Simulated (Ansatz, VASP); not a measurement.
**One calculation of BP, two programs**

```xyz
2
Lattice="0.0000 2.2149 2.2149 2.2149 0.0000 2.2149 2.2149 2.2149 0.0000" Properties=species:S:1:pos:R:3 pbc="T T T"
B     0.0000    0.0000    0.0000
P     3.3224    3.3224    3.3224
```

Alike in both runs: task single point; functional LDA; k mesh 8 × 8 × 8; occupations gaussian, width 0.05 eV; no spin polarisation.

|  | VASP | Ansatz |
| --- | --- | --- |
| version | VASP 6.6.1 | Ansatz 0.2.0 |
| potentials or method | VASP PAW LDA potentials, release 64 (B, P), cutoff 520 eV | scalar-relativistic, plane waves, PAW |
| valence electrons in the cell | 8 | 8 |

```tsv
	VASP	Ansatz	Ansatz less VASP
gap on the k mesh at the Fermi level (eV)	1.14	1.14	-0.001
least direct gap on the mesh (eV)	3.50	3.50	-0.003
pressure (GPa)	7.6	7.7	+0.14
```

LDA's correlation is that of Perdew and Zunger in VASP and of Perdew and Wang (1992) in Ansatz.
